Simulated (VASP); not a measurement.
# Ir2Pt (P6/mmm) in VASP: single point with PBE

Aim: the single point of Ir2Pt with PBE.

All numbers are computed with VASP 6.6.1; they aren't measurements. Logs are shortened: lines on timing, memory, paths and dates and some standing lists are left out, and cuts for length are marked.

### Step 1. The cell of the first run

Symmetry: P6/mmm, No. 191, hexagonal system. Conventional cell: a = 4.413 Å, b = 4.413 Å, c = 2.726 Å, α = 90.00°, β = 90.00°, γ = 120.00°. Ir (site symmetry -6m2) has 5 Ir at 2.55 to 2.73 Å and 6 Pt at 2.89 Å within 3.4 Å. Within 3.6 Å of Pt (site symmetry 6/mmm) lie 2 Pt at 2.73 Å and 12 Ir at 2.89 Å.

### Step 2. Single point, PBE

INCAR

```
SYSTEM = Ir2Pt
PREC = Accurate
ENCUT = 520
EDIFF = 1E-6
ISMEAR = 0
SIGMA = 0.1
LREAL = .FALSE.
LASPH = .TRUE.
NELM = 80
ALGO = Fast
ISIF = 2
LWAVE = .FALSE.
LCHARG = .FALSE.
GGA = PE
NBANDS = 21
```

KPOINTS

```
Automatic mesh
0
G
  12 12 16
  0 0 0
```

POSCAR

```
Ir2Pt
1.0
    4.4134289648      0.0000000000      0.0000000000
   -2.2067144824      3.8221416013      0.0000000000
    0.0000000000      0.0000000000      2.7261210194
Ir Pt
2 1
Direct
    0.3333333333      0.6666666667      0.5000000000
    0.6666666667      0.3333333333      0.5000000000
    0.0000000000      0.0000000000      0.0000000000
```

Potentials or basis: VASP PAW PBE potentials, release 64 (Ir, Pt).

Run with:

```bash
cat potpaw_PBE.64/Ir/POTCAR potpaw_PBE.64/Pt/POTCAR > POTCAR
mpirun -np 1 vasp_std > vasp.out
```

OUTCAR:

```text
SYSTEM = Ir2Pt
   PREC = Accurate
   ENCUT = 520
   EDIFF = 1E-6
   ISMEAR = 0
   LREAL = .FALSE.
   LASPH = .TRUE.
   NELM = 80
   ISIF = 2
   GGA = PE

 ion  position               nearest neighbor table
   1  0.333  0.667  0.500-   2 2.55   2 2.55   2 2.55   3 2.89   3 2.89   3 2.89   3 2.89   3 2.89
                             3 2.89
   2  0.667  0.333  0.500-   1 2.55   1 2.55   1 2.55   3 2.89   3 2.89   3 2.89   3 2.89   3 2.89
                             3 2.89
   3  0.000  0.000  0.000-   1 2.89   2 2.89   1 2.89   2 2.89   1 2.89   1 2.89   2 2.89   2 2.89
                             2 2.89   2 2.89   1 2.89   1 2.89

  LATTYP: Found a hexagonal cell.
 ALAT       =     4.4134289648
 C/A-ratio  =     0.6176877528

  Lattice vectors:

 A1 = (   4.4134289648,   0.0000000000,   0.0000000000)
 A2 = (  -2.2067144824,   3.8221416013,   0.0000000000)
 A3 = (   0.0000000000,   0.0000000000,   2.7261210194)

Analysis of symmetry for initial positions (statically):
=====================================================================
 Subroutine PRICEL returns:
 Original cell was already a primitive cell.

 Routine SETGRP: Setting up the symmetry group for a
 hexagonal supercell.

 Subroutine GETGRP returns: Found 24 space group operations
 (whereof 24 operations were pure point group operations)
 out of a pool of 24 trial point group operations.

The static configuration has the point symmetry D_6h.

Analysis of symmetry for dynamics (positions and initial velocities):
=====================================================================
 Subroutine PRICEL returns:
 Original cell was already a primitive cell.

 Routine SETGRP: Setting up the symmetry group for a
 hexagonal supercell.

 Subroutine GETGRP returns: Found 24 space group operations
 (whereof 24 operations were pure point group operations)
 out of a pool of 24 trial point group operations.

The dynamic configuration has the point symmetry D_6h.

 Subroutine INISYM returns: Found 24 space group operations
 (whereof 24 operations are pure point group operations),
 and found     1 'primitive' translations

----------------------------------------------------------------------------------------

                                     Primitive cell

  volume of cell :      45.9863

  direct lattice vectors                    reciprocal lattice vectors
     4.413428965  0.000000000  0.000000000     0.226581193  0.130816713  0.000000000
    -2.206714482  3.822141601  0.000000000     0.000000000  0.261633426  0.000000000
     0.000000000  0.000000000  2.726121019     0.000000000  0.000000000  0.366821573

  length of vectors
     4.413428965  4.413428965  2.726121019     0.261633426  0.261633426  0.366821573

  position of ions in fractional coordinates (direct lattice)
     0.333333333  0.666666667  0.500000000
     0.666666667  0.333333333  0.500000000
     0.000000000  0.000000000  0.000000000

  ion indices of the primitive-cell ions
   primitive index   ion index
                 1           1
                 2           2
                 3           3

----------------------------------------------------------------------------------------

 KPOINTS: Automatic mesh

Automatic generation of k-mesh.
 Grid dimensions read from file:
 generate k-points for:   12   12   16

 Generating k-lattice:

  Cartesian coordinates                     Fractional coordinates (reciprocal lattice)
     0.018881766  0.010901393  0.000000000     0.083333333  0.000000000  0.000000000
     0.000000000  0.021802785  0.000000000     0.000000000  0.083333333  0.000000000
     0.000000000  0.000000000  0.022926348     0.000000000  0.000000000  0.062500000

  Length of vectors
     0.021802785  0.021802785  0.022926348

  Shift w.r.t. Gamma in fractional coordinates (k-lattice)
     0.000000000  0.000000000  0.000000000

 Subroutine IBZKPT returns following result:
 ===========================================

 Found    171 irreducible k-points:

 Following reciprocal coordinates:
            Coordinates               Weight
  0.000000  0.000000  0.000000      1.000000
  0.083333  0.000000  0.000000      6.000000
  0.166667 -0.000000  0.000000      6.000000
  0.250000 -0.000000  0.000000      6.000000
  0.333333  0.000000  0.000000      6.000000
  0.416667 -0.000000  0.000000      6.000000
[... 16 lines left out ...]
  0.250000 -0.000000  0.062500     12.000000
  0.333333  0.000000  0.062500     12.000000
 [... further k-points ...]
   k-points           NKPTS =    171   k-points in BZ     NKDIM =    171   number of bands    NBANDS=     21
   number of dos      NEDOS =    301   number of ions     NIONS =      3
   total plane-waves  NPLWV =  25920
   dimension x,y,z NGX =    36 NGY =   36 NGZ =   20
   dimension x,y,z NGXF=    72 NGYF=   72 NGZF=   40
   ions per type =               2   1
   NGX,Y,Z   is equivalent  to a cutoff of  13.56, 13.56, 12.20 a.u.
   NGXF,Y,Z  is equivalent  to a cutoff of  27.12, 27.12, 24.39 a.u.
 SYSTEM =  Ir2Pt
   PREC   = accura    normal or accurate (medium, high low for compatibility)
   ISTART =      0    job   : 0-new  1-cont  2-samecut
   ICHARG =      2    charge: 1-file 2-atom 10-const
   ISPIN  =      1    spin polarized calculation?
   LNONCOLLINEAR =      F non collinear calculations
   LSORBIT =      F    spin-orbit coupling
   LASPH  =      T    aspherical Exc in radial PAW
   ENCUT  =  520.0 eV  38.22 Ry    6.18 a.u.   8.21  8.21  5.07*2*pi/ulx,y,z
   NELM   =     80;   NELMIN=  2; NELMDL= -5     # of ELM steps
   EDIFF  = 0.1E-05   stopping-criterion for ELM
   LREAL  =      F    real-space projection
[... 7 lines left out ...]
   TEBEG  =    0.0;   TEEND  =   0.0 temperature during run
   PSTRESS=    0.0 pullay stress
   NELECT =      28.0000    total number of electrons
   NUPDOWN=      -1.0000    fix difference up-down
   EMIN   =  10.00;   EMAX   =-10.00  energy-range for DOS
   EFERMI =   0.00;   METHOD = LEGACY
   ISMEAR =     0;   SIGMA  =   0.10  broadening in eV -4-tet -1-fermi 0-gaus
   EFERMI_NEDOS =   21; number of points for ismear=-14 and -15
   IALGO  =     68    algorithm
   IMIX   =      4    mixing-type and parameters
     AMIX     =   0.40;   BMIX     =  1.00
     AMIX_MAG =   1.60;   BMIX_MAG =  1.00
  volume/ion in A,a.u.               =      15.33       103.44
  Fermi-wavevector in a.u.,A,eV,Ry     =   1.387559  2.622107 26.195573  1.925320
  Thomas-Fermi vector in A             =   2.511769
   LORBIT       =      0    0 simple, 1 ext, 2 COOP (PROOUT), +10 PAW based schemes
   GGA     = PE    functional components
   LHFCALC =     F    Hartree Fock is set to
   AEXX    =    0.0000 exact exchange contribution
   IVDW    =     0    specifies the selected vdW correction
   LEPSILON=     F    determine dielectric tensor
   LRPA    =     F    only Hartree local field effects (RPA)
 non-spin polarized calculation
 RMM-DIIS sequential band-by-band and
 Gauss-broadening in eV      SIGMA  =   0.10
  energy-cutoff  :      520.00
  volume of cell :       45.99
 maximum number of plane-waves:      1266
 NGX is ok and might be reduce to    36
   NGX = 17   NGY = 17   NGZ = 11

 number of electron      27.9999996 magnetization

 Free energy of the ion-electron system (eV)
  ---------------------------------------------------
  ext. energy  EPLUGINS =         0.00000000
  ---------------------------------------------------
  free energy    TOTEN  =       -22.90274319 eV

  energy without entropy =      -22.88117365  energy(sigma->0) =      -22.89195842

 E-fermi :   9.6846     XC(G=0): -13.4520

 val. band max:        9.6812750703   @ k =   0.3333   0.1667   0.0000
 cond. band min:       9.6847634194   @ k =   0.3333   0.2500   0.1875
 fundamental gap:      0.0034883491
 Fermi energy:         9.6846226846

 k-point     1 :       0.0000    0.0000    0.0000
  band No.  band energies     occupation
      1      -0.4967      2.00000
      2       3.1259      2.00000
      3       5.3725      2.00000
      4       5.3725      2.00000
      5       5.3829      2.00000
      6       5.5548      2.00000
[... 13 lines left out ...]
     20      17.5572      0.00000
     21      17.7822      0.00000

 k-point     2 :       0.0833    0.0000    0.0000
  band No.  band energies     occupation
      1      -0.3949      2.00000
      2       3.1529      2.00000
      3       4.8221      2.00000
      4       5.0987      2.00000
      5       5.2696      2.00000
      6       5.6960      2.00000
[... 13 lines left out ...]
     20      17.2611      0.00000
     21      19.0531      0.00000

 k-point     3 :       0.1667   -0.0000    0.0000
  band No.  band energies     occupation
      1      -0.0960      2.00000
      2       3.2044      2.00000
      3       4.2094      2.00000
      4       4.8656      2.00000
      5       4.9348      2.00000
      6       5.6999      2.00000
[... 13 lines left out ...]
     20      17.7805      0.00000
     21      20.4303      0.00000

 k-point     4 :       0.2500   -0.0000    0.0000
  band No.  band energies     occupation
      1       0.3794      2.00000
      2       3.1241      2.00000
      3       3.8154      2.00000
      4       4.5780      2.00000
      5       4.7418      2.00000
      6       5.5839      2.00000
[... 13 lines left out ...]
     20      18.7999      0.00000
     21      21.7468      0.00000

 k-point     5 :       0.3333    0.0000    0.0000
  band No.  band energies     occupation
      1       0.9929      2.00000
      2       2.8158      2.00000
      3       3.6357      2.00000
      4       4.3569      2.00000
      5       4.7152      2.00000
      6       5.3775      2.00000
[... 13 lines left out ...]
     20      20.2701      0.00000
     21      22.8946      0.00000

 k-point     6 :       0.4167   -0.0000    0.0000
  band No.  band energies     occupation
      1       1.6732      2.00000
      2       2.5654      2.00000
      3       3.1979      2.00000
      4       4.4754      2.00000
      5       4.7520      2.00000
      6       5.1083      2.00000
[... 13 lines left out ...]
     20      22.0419      0.00000
     21      23.5021      0.00000

 k-point     7 :       0.5000   -0.0000    0.0000
  band No.  band energies     occupation
      1       2.1187      2.00000
      2       2.6124      2.00000
      3       2.6815      2.00000
      4       4.6727      2.00000
      5       4.7824      2.00000
      6       4.8860      2.00000
[... 13 lines left out ...]
     20      23.6348      0.00000
     21      23.7169      0.00000
[... 291 lines left out ...]
      1      -0.3900      2.00000
      2       3.2422      2.00000
      3       5.2822      2.00000
      4       5.2822      2.00000
      5       5.4442      2.00000
      6       5.4442      2.00000
[... 13 lines left out ...]
     20      17.6383      0.00000
     21      17.9034      0.00000

 k-point    21 :       0.0833    0.0000    0.0625
  band No.  band energies     occupation
      1      -0.2889      2.00000
      2       3.2708      2.00000
      3       4.7981      2.00000
      4       5.0292      2.00000
      5       5.3077      2.00000
      6       5.7573      2.00000
[... 13 lines left out ...]
     20      17.3308      0.00000
     21      19.1576      0.00000

 k-point    22 :       0.1667   -0.0000    0.0625
  band No.  band energies     occupation
      1       0.0080      2.00000
      2       3.3259      2.00000
      3       4.2140      2.00000
      4       4.8167      2.00000
      5       4.9737      2.00000
      6       5.7886      2.00000
[... 13 lines left out ...]
     20      17.8458      0.00000
     21      20.5365      0.00000

 k-point    23 :       0.2500   -0.0000    0.0625
  band No.  band energies     occupation
      1       0.4805      2.00000
      2       3.2277      2.00000
      3       3.8716      2.00000
      4       4.6076      2.00000
      5       4.7080      2.00000
      6       5.6701      2.00000
[... 13 lines left out ...]
     20      18.8668      0.00000
     21      22.0112      0.00000

 k-point    24 :       0.3333    0.0000    0.0625
  band No.  band energies     occupation
      1       1.0912      2.00000
      2       2.8980      2.00000
      3       3.7404      2.00000
      4       4.3766      2.00000
      5       4.6914      2.00000
      6       5.4513      2.00000
[... 13 lines left out ...]
     20      20.3409      0.00000
     21      22.9819      0.00000

 [... further k-points ...]

------------------------ aborting loop because EDIFF is reached ----------------------------------------

  FORCE on cell =-STRESS in cart. coord.  units (eV):
  Direction    XX          YY          ZZ          XY          YZ          ZX
  --------------------------------------------------------------------------------------
  -------------------------------------------------------------------------------------
  Total        0.0316621      0.0316621     -0.0280916      0.0000000      0.0000000      0.0000000
  in kB        1.1031183      1.1031183     -0.9787196      0.0000000      0.0000000      0.0000000
  external PRESSURE =       0.4091723 kB  Pullay stress =       0.0000000 kB

 VOLUME and BASIS-vectors are now :
 -----------------------------------------------------------------------------
  energy-cutoff  :      520.00
  volume of cell :       45.99
      direct lattice vectors                 reciprocal lattice vectors
     4.413428965  0.000000000  0.000000000     0.226581193  0.130816713  0.000000000
    -2.206714482  3.822141601  0.000000000     0.000000000  0.261633426  0.000000000
     0.000000000  0.000000000  2.726121019     0.000000000  0.000000000  0.366821573

 POSITION                                       TOTAL-FORCE (eV/Angst)
 -----------------------------------------------------------------------------------
     -0.00000      2.54809      1.36306        -0.000000     -0.000000     -0.000000
      2.20671      1.27405      1.36306         0.000000      0.000000      0.000000
      0.00000      0.00000      0.00000        -0.000000      0.000000      0.000000
 -----------------------------------------------------------------------------------
    total drift:                                0.000000      0.000000     -0.000000

  FREE ENERGIE OF THE ION-ELECTRON SYSTEM (eV)
  ---------------------------------------------------
  free  energy   TOTEN  =       -22.9027431905 eV

  energy  without entropy=      -22.8811736453  energy(sigma->0) =      -22.89195842
```

Run time: 78 s. Hardware: 1 thread of Intel Xeon Platinum 8488C (Sapphire Rapids), shared host; peak memory 0.29 GiB.

Results:

```
Free energy            : -22.9027 eV
Pressure               : 0.0 GPa
Band gap on the k mesh : zero (bands 14 and 15 overlap by 1.59 eV)
```

Stress tensor (GPa, compression positive):
```
 0.11  0.00  0.00
 0.00  0.11  0.00
 0.00  0.00 -0.10
```

Caveat: spin-orbit coupling is left out, which moves the levels of the heavy elements.
